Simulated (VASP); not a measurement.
# AlNi in VASP: further runs

Runs on AlNi. Level: PBEsol. Tasks: single point.

Everything below comes from runs of VASP 6.6.1. Logs are shortened: lines on timing, memory, paths and dates and some standing lists are left out, and cuts for length are marked.

### Step 1. The cell of the first run

The structure is cubic, space group Pm-3m (No. 221). Conventional cell: a = 2.881 Å, b = 2.881 Å, c = 2.881 Å, α = 90.00°, β = 90.00°, γ = 90.00°. Al (site symmetry m-3m) has 8 Ni at 2.50 Å and 6 Al at 2.88 Å within 3.3 Å. Within 3.3 Å of Ni (site symmetry m-3m) lie 8 Al at 2.50 Å and 6 Ni at 2.88 Å.

### Step 2. Single point, PBEsol, collinear spin, ferromagnetic start

Contents of INCAR:

```
SYSTEM = AlNi
PREC = Accurate ; ENCUT = 520
EDIFF = 1E-6 ; ISMEAR = -1
SIGMA = 0.1 ; LREAL = .False.
LASPH = .True. ; NELM = 150
ALGO = Normal ; ISIF = 2
LWAVE = .False. ; LCHARG = .False.
ISPIN = 2 ; MAGMOM = 0 1
LORBIT = 11 ; LMAXMIX = 4
GGA = PS ; NBANDS = 18
```

Contents of KPOINTS:

```
regular mesh
0
Gamma
  11 11 11
  0 0 0
```

Contents of POSCAR:

```
AlNi
1.0
    2.8810000000      0.0000000000      0.0000000000
    0.0000000000      2.8810000000      0.0000000000
    0.0000000000      0.0000000000      2.8810000000
Al Ni
1 1
Direct
    0.0000000000      0.0000000000      0.0000000000
    0.5000000000      0.5000000000      0.5000000000
```

Potentials or basis: VASP PAW PBE potentials, release 64 (Al, Ni).

The run is started by

```sh
$ cat potpaw_PBE.64/Al/POTCAR potpaw_PBE.64/Ni/POTCAR > POTCAR
$ mpirun -np 1 vasp_std > vasp.out
```

OUTCAR:

```text
SYSTEM = AlNi
   PREC = Accurate
   ENCUT = 520
   EDIFF = 1E-6
   ISMEAR = -1
   LREAL = .False.
   LASPH = .True.
   NELM = 150
   ISIF = 2
   ISPIN = 2
   LORBIT = 11
   GGA = PS

 ion  position               nearest neighbor table
   1  0.000  0.000  0.000-   2 2.50   2 2.50   2 2.50   2 2.50   2 2.50   2 2.50   2 2.50   2 2.50

   2  0.500  0.500  0.500-   1 2.50   1 2.50   1 2.50   1 2.50   1 2.50   1 2.50   1 2.50   1 2.50

  LATTYP: Found a simple cubic cell.
 ALAT       =     2.8810000000

  Lattice vectors:

 A1 = (   2.8810000000,   0.0000000000,   0.0000000000)
 A2 = (   0.0000000000,   2.8810000000,   0.0000000000)
 A3 = (   0.0000000000,   0.0000000000,   2.8810000000)

Analysis of symmetry for initial positions (statically):
=====================================================================
 Subroutine PRICEL returns:
 Original cell was already a primitive cell.

 Routine SETGRP: Setting up the symmetry group for a
 simple cubic supercell.

 Subroutine GETGRP returns: Found 48 space group operations
 (whereof 48 operations were pure point group operations)
 out of a pool of 48 trial point group operations.

The static configuration has the point symmetry O_h .

Analysis of symmetry for dynamics (positions and initial velocities):
=====================================================================
 Subroutine PRICEL returns:
 Original cell was already a primitive cell.

 Routine SETGRP: Setting up the symmetry group for a
 simple cubic supercell.

 Subroutine GETGRP returns: Found 48 space group operations
 (whereof 48 operations were pure point group operations)
 out of a pool of 48 trial point group operations.

The dynamic configuration has the point symmetry O_h .

Analysis of structural, dynamic, and magnetic symmetry:
=====================================================================
 Subroutine PRICEL returns:
 Original cell was already a primitive cell.

 Routine SETGRP: Setting up the symmetry group for a
 simple cubic supercell.

 Subroutine GETGRP returns: Found 48 space group operations
 (whereof 48 operations were pure point group operations)
 out of a pool of 48 trial point group operations.

The overall configuration has the point symmetry O_h .

 Subroutine INISYM returns: Found 48 space group operations
 (whereof 48 operations are pure point group operations),
 and found     1 'primitive' translations

----------------------------------------------------------------------------------------

                                     Primitive cell

  volume of cell :      23.9128

  direct lattice vectors                    reciprocal lattice vectors
     2.881000000  0.000000000  0.000000000     0.347101701  0.000000000  0.000000000
     0.000000000  2.881000000  0.000000000     0.000000000  0.347101701  0.000000000
     0.000000000  0.000000000  2.881000000     0.000000000  0.000000000  0.347101701

  length of vectors
     2.881000000  2.881000000  2.881000000     0.347101701  0.347101701  0.347101701

  position of ions in fractional coordinates (direct lattice)
     0.000000000  0.000000000  0.000000000
     0.500000000  0.500000000  0.500000000

  ion indices of the primitive-cell ions
   primitive index   ion index
                 1           1
                 2           2

----------------------------------------------------------------------------------------

 KPOINTS: regular mesh

Automatic generation of k-mesh.
 Grid dimensions read from file:
 generate k-points for:   11   11   11

 Generating k-lattice:

  Cartesian coordinates                     Fractional coordinates (reciprocal lattice)
     0.031554700  0.000000000  0.000000000     0.090909091  0.000000000  0.000000000
     0.000000000  0.031554700  0.000000000     0.000000000  0.090909091  0.000000000
     0.000000000  0.000000000  0.031554700     0.000000000  0.000000000  0.090909091

  Length of vectors
     0.031554700  0.031554700  0.031554700

  Shift w.r.t. Gamma in fractional coordinates (k-lattice)
     0.000000000  0.000000000  0.000000000

 Subroutine IBZKPT returns following result:
 ===========================================

 Found     56 irreducible k-points:

 Following reciprocal coordinates:
            Coordinates               Weight
  0.000000  0.000000  0.000000      1.000000
  0.090909  0.000000  0.000000      6.000000
  0.181818  0.000000  0.000000      6.000000
  0.272727  0.000000  0.000000      6.000000
  0.363636  0.000000  0.000000      6.000000
  0.454545  0.000000  0.000000      6.000000
[... 16 lines left out ...]
  0.181818  0.090909  0.090909     24.000000
  0.272727  0.090909  0.090909     24.000000
 [... further k-points ...]
   k-points           NKPTS =     56   k-points in BZ     NKDIM =     56   number of bands    NBANDS=     18
   number of dos      NEDOS =    301   number of ions     NIONS =      2
   total plane-waves  NPLWV =  13824
   dimension x,y,z NGX =    24 NGY =   24 NGZ =   24
   dimension x,y,z NGXF=    48 NGYF=   48 NGZF=   48
   ions per type =               1   1
   NGX,Y,Z   is equivalent  to a cutoff of  13.85, 13.85, 13.85 a.u.
   NGXF,Y,Z  is equivalent  to a cutoff of  27.70, 27.70, 27.70 a.u.
 SYSTEM =  AlNi
   PREC   = accura    normal or accurate (medium, high low for compatibility)
   ISTART =      0    job   : 0-new  1-cont  2-samecut
   ICHARG =      2    charge: 1-file 2-atom 10-const
   ISPIN  =      2    spin polarized calculation?
   LNONCOLLINEAR =      F non collinear calculations
   LSORBIT =      F    spin-orbit coupling
   LASPH  =      T    aspherical Exc in radial PAW
   ENCUT  =  520.0 eV  38.22 Ry    6.18 a.u.   5.36  5.36  5.36*2*pi/ulx,y,z
   NELM   =    150;   NELMIN=  2; NELMDL= -5     # of ELM steps
   EDIFF  = 0.1E-05   stopping-criterion for ELM
   LREAL  =      F    real-space projection
   EDIFFG = 0.1E-04   stopping-criterion for IOM
   NSW    =      0    number of steps for IOM
   IBRION =     -1    ionic relax: 0-MD 1-quasi-New 2-CG
   NFREE  =      0    steps in history (QN), initial steepest desc. (CG)
   ISIF   =      2    stress and relaxation
   ISYM   =      2    0-nonsym 1-usesym 2-fastsym
   POTIM  = 0.5000    time-step for ionic-motion
   TEBEG  =    0.0;   TEEND  =   0.0 temperature during run
   PSTRESS=    0.0 pullay stress
   NELECT =      13.0000    total number of electrons
   NUPDOWN=      -1.0000    fix difference up-down
   EMIN   =  10.00;   EMAX   =-10.00  energy-range for DOS
   EFERMI =   0.00;   METHOD = LEGACY
   ISMEAR =    -1;   SIGMA  =   0.10  broadening in eV -4-tet -1-fermi 0-gaus
   EFERMI_NEDOS =   21; number of points for ismear=-14 and -15
   IALGO  =     38    algorithm
   IMIX   =      4    mixing-type and parameters
     AMIX     =   0.40;   BMIX     =  1.00
     AMIX_MAG =   1.60;   BMIX_MAG =  1.00
  volume/ion in A,a.u.               =      11.96        80.69
  Fermi-wavevector in a.u.,A,eV,Ry     =   1.336122  2.524904 24.289410  1.785221
  Thomas-Fermi vector in A             =   2.464773
   LORBIT       =     11    0 simple, 1 ext, 2 COOP (PROOUT), +10 PAW based schemes
   GGA     = PS    functional components
   LHFCALC =     F    Hartree Fock is set to
   AEXX    =    0.0000 exact exchange contribution
   IVDW    =     0    specifies the selected vdW correction
   LEPSILON=     F    determine dielectric tensor
   LRPA    =     F    only Hartree local field effects (RPA)
 spin polarized calculation
  energy-cutoff  :      520.00
  volume of cell :       23.91
 maximum number of plane-waves:       659
 NGX is ok and might be reduce to    24
   NGX = 11   NGY = 11   NGZ = 11

 number of electron      13.0000015 magnetization      -0.0306601

 number of electron      13.0000015 magnetization       0.0002299

 Free energy of the ion-electron system (eV)
  ---------------------------------------------------
  ext. energy  EPLUGINS =         0.00000000
  ---------------------------------------------------
  free energy    TOTEN  =       -11.59428260 eV

  energy without entropy =      -11.56334925  energy(sigma->0) =      -11.57881593

 E-fermi :   9.8984     XC(G=0): -12.1660

 val. band max:        9.7791904885   @ k =   0.3636   0.1818   0.0909
 cond. band min:       9.8987920870   @ k =   0.3636   0.2727   0.0909
 fundamental gap:      0.1196015985
 Fermi energy:         9.8984427787

 spin component 1

 k-point     1 :       0.0000    0.0000    0.0000
  band No.  band energies     occupation
      1      -1.2335      1.00000
      2       6.6599      1.00000
      3       6.6599      1.00000
      4       8.3539      1.00000
      5       8.3539      1.00000
      6       8.3539      1.00000
[... 10 lines left out ...]
     17      33.2533      0.00000
     18      33.2533      0.00000
[... 463 lines left out ...]
 k-point    24 :       0.2727    0.0909    0.0909
  band No.  band energies     occupation
      1       0.4039      1.00000
      2       6.2430      1.00000
      3       6.9359      1.00000
      4       7.8420      1.00000
      5       7.8760      1.00000
      6       8.2838      1.00000
[... 10 lines left out ...]
     17      30.8931      0.00000
     18      35.3613      0.00000

 [... further k-points ...]

 spin component 2

 k-point     1 :       0.0000    0.0000    0.0000
  band No.  band energies     occupation
      1      -1.2335      1.00000
      2       6.6601      1.00000
      3       6.6601      1.00000
      4       8.3540      1.00000
      5       8.3540      1.00000
      6       8.3540      1.00000
[... 10 lines left out ...]
     17      33.2532      0.00000
     18      33.2532      0.00000
[... 463 lines left out ...]
 k-point    24 :       0.2727    0.0909    0.0909
  band No.  band energies     occupation
      1       0.4038      1.00000
      2       6.2431      1.00000
      3       6.9361      1.00000
      4       7.8421      1.00000
      5       7.8761      1.00000
      6       8.2839      1.00000
[... 10 lines left out ...]
     17      30.8930      0.00000
     18      35.3620      0.00000

 [... further k-points ...]

------------------------ aborting loop because EDIFF is reached ----------------------------------------

  FORCE on cell =-STRESS in cart. coord.  units (eV):
  Direction    XX          YY          ZZ          XY          YZ          ZX
  --------------------------------------------------------------------------------------
  -------------------------------------------------------------------------------------
  Total       -0.4399047     -0.4399047     -0.4399047     -0.0000000     -0.0000000      0.0000000
  in kB      -29.4740215    -29.4740215    -29.4740215     -0.0000000     -0.0000000      0.0000000
  external PRESSURE =     -29.4740215 kB  Pullay stress =       0.0000000 kB

 VOLUME and BASIS-vectors are now :
 -----------------------------------------------------------------------------
  energy-cutoff  :      520.00
  volume of cell :       23.91
      direct lattice vectors                 reciprocal lattice vectors
     2.881000000  0.000000000  0.000000000     0.347101701  0.000000000  0.000000000
     0.000000000  2.881000000  0.000000000     0.000000000  0.347101701  0.000000000
     0.000000000  0.000000000  2.881000000     0.000000000  0.000000000  0.347101701

 POSITION                                       TOTAL-FORCE (eV/Angst)
 -----------------------------------------------------------------------------------
      0.00000      0.00000      0.00000         0.000000      0.000000      0.000000
      1.44050      1.44050      1.44050         0.000000      0.000000      0.000000
 -----------------------------------------------------------------------------------
    total drift:                                0.000000      0.000000     -0.000000

  FREE ENERGIE OF THE ION-ELECTRON SYSTEM (eV)
  ---------------------------------------------------
  free  energy   TOTEN  =       -11.5942826007 eV

  energy  without entropy=      -11.5633492497  energy(sigma->0) =      -11.57881593

 total charge

# of ion       s       p       d       tot
------------------------------------------
    1        0.383   0.413   0.000   0.796
    2        0.480   0.519   8.478   9.477
--------------------------------------------------
tot          0.863   0.932   8.478  10.273

 magnetization (x)

# of ion       s       p       d       tot
------------------------------------------
    1        0.000   0.000   0.000   0.000
    2       -0.000  -0.000   0.000   0.000
--------------------------------------------------
tot         -0.000   0.000   0.000   0.000
```

It took 16 s on 1 thread of Intel Xeon 6975P-C (Granite Rapids), shared host; peak memory 0.17 GiB.

Results:

- Free energy: -11.5943 eV
- Pressure: -2.9 GPa
- Net moment: 0.00 μB per cell
- Valence electrons inside the program's atomic spheres: Al 0.80; Ni 9.48

Caveat: the PAW data sets were made with another functional, which shifts forces and pressure a little.

### Step 3. Single point, PBEsol, collinear spin, ferromagnetic start

Contents of INCAR:

```
SYSTEM = AlNi
ALGO     = Normal         ! electronic algorithm
EDIFF    = 1E-6           ! SCF threshold, eV
ENCUT    = 520            ! plane-wave cutoff, eV
GGA      = PS             ! functional
ISIF     = 2              ! what is computed and relaxed
ISMEAR   = -1             ! smearing method
ISPIN    = 2              ! spin polarisation
LASPH    = .TRUE.         ! aspherical terms in the spheres
LCHARG   = .FALSE.        ! write CHGCAR
LMAXMIX  = 4              ! l up to which the mixer works
LORBIT   = 11             ! projections on sites
LREAL    = .FALSE.        ! projectors in reciprocal space
LWAVE    = .FALSE.        ! write WAVECAR
MAGMOM   = 0 1            ! initial moments
NBANDS   = 18             ! bands
NELM     = 150            ! most SCF steps
PREC     = Accurate       ! precision mode
SIGMA    = 0.1            ! smearing width, eV
```

Contents of KPOINTS:

```
k-points
0
G
  11 11 11
  0 0 0
```

POSCAR, as its differences from that of step 2:

```diff
@@ -8,3 +8,3 @@
 Direct
-    0.0000000000      0.0000000000      0.0000000000
+    0.0000000000      0.0000000000     -0.0173550850
     0.5000000000      0.5000000000      0.5000000000
```

Potentials or basis: VASP PAW PBE potentials, release 64 (Al, Ni).

The run is started by

```sh
$ cat potpaw_PBE.64/Al/POTCAR potpaw_PBE.64/Ni/POTCAR > POTCAR
$ mpirun -np 1 vasp_std > vasp.out
```

It took 34 s on 1 thread of Intel Xeon 6975P-C (Granite Rapids), shared host; peak memory 0.2 GiB.

It converged, with:

* Free energy: -11.5870 eV
* Pressure: -2.8 GPa
* Largest force: 0.290 eV/Å
* Net moment: 0.00 μB per cell
* Valence electrons inside the program's atomic spheres: Al 0.80; Ni 9.48

Forces in eV/Å, atoms in the order of the input:
```
Al   0.000  0.000  0.290
Ni   0.000  0.000 -0.290
```

Stress tensor (GPa, compression positive):
```
-2.73  0.00  0.00
 0.00 -2.73  0.00
 0.00  0.00 -2.85
```

Levels at points of the mesh, in eV from the Fermi level:
Spin up:
```
           k point  band 3  band 4  band 5  band 6  band 7  band 8  band 9  band 10
(0.00, 0.00, 0.00)   -3.24   -1.55   -1.55   -1.55    5.50    5.50    5.50     8.15
```
Spin down:
| k point | band 3 | band 4 | band 5 | band 6 | band 7 | band 8 | band 9 | band 10 |
| --- | --- | --- | --- | --- | --- | --- | --- | --- |
| (0.00, 0.00, 0.00) | -3.24 | -1.55 | -1.55 | -1.55 | 5.50 | 5.50 | 5.50 | 8.15 |

Caveat: the PAW data sets were made with another functional, which shifts forces and pressure a little.

### Step 4. Single point, PBEsol, collinear spin, ferromagnetic start

Contents of INCAR:

```
ALGO = Normal ; EDIFF = 1E-7
ENCUT = 520 ; GGA = PS
ISIF = 2 ; ISMEAR = -1
ISPIN = 2 ; LASPH = True
LCHARG = False ; LMAXMIX = 4
LORBIT = 11 ; LREAL = False
LWAVE = False ; MAGMOM = 0 1
NBANDS = 18 ; NELM = 150
PREC = Accurate ; SIGMA = 0.1
```

Contents of KPOINTS:

```
k-points
0
Gamma
  11 11 11
```

POSCAR, as its differences from that of step 3:

```diff
@@ -8,3 +8,3 @@
 Direct
-    0.0000000000      0.0000000000     -0.0173550850
+    0.0000000000      0.0000000000     -0.0086775425
     0.5000000000      0.5000000000      0.5000000000
```

The run is started by

```sh
$ cat potpaw_PBE.64/Al/POTCAR potpaw_PBE.64/Ni/POTCAR > POTCAR
$ mpirun -np 1 vasp_std > vasp.out
```

Run time: 36 s. Hardware: 1 thread of Intel Xeon 6975P-C (Granite Rapids), shared host; peak memory 0.2 GiB.

It converged, with:

| Property | Result |
| --- | --- |
| Free energy | -11.5925 eV |
| Pressure | -2.9 GPa |
| Largest force | 0.145 eV/Å |
| Net moment | 0.00 μB per cell |
| Valence electrons inside the program's atomic spheres | Al 0.80; Ni 9.48 |

Forces in eV/Å, atoms in the order of the input:
```
Al   0.000  0.000  0.145
Ni   0.000  0.000 -0.145
```

Levels at points of the mesh, in eV from the Fermi level:
Spin up:
| k point | band 2 | band 3 | band 4 | band 5 | band 6 | band 7 | band 8 | band 9 | band 10 | band 11 |
| --- | --- | --- | --- | --- | --- | --- | --- | --- | --- | --- |
| (0.00, 0.00, 0.00) | -3.24 | -3.24 | -1.55 | -1.54 | -1.54 | 5.50 | 5.50 | 5.50 | 8.15 | 8.15 |
Spin down:
| k point | band 4 | band 5 | band 6 | band 7 | band 8 | band 9 |
| --- | --- | --- | --- | --- | --- | --- |
| (0.00, 0.00, 0.00) | -1.55 | -1.54 | -1.54 | 5.50 | 5.50 | 5.50 |

Caveat: the PAW data sets were made with another functional, which shifts forces and pressure a little.

(Continued in part 2 of 2.)
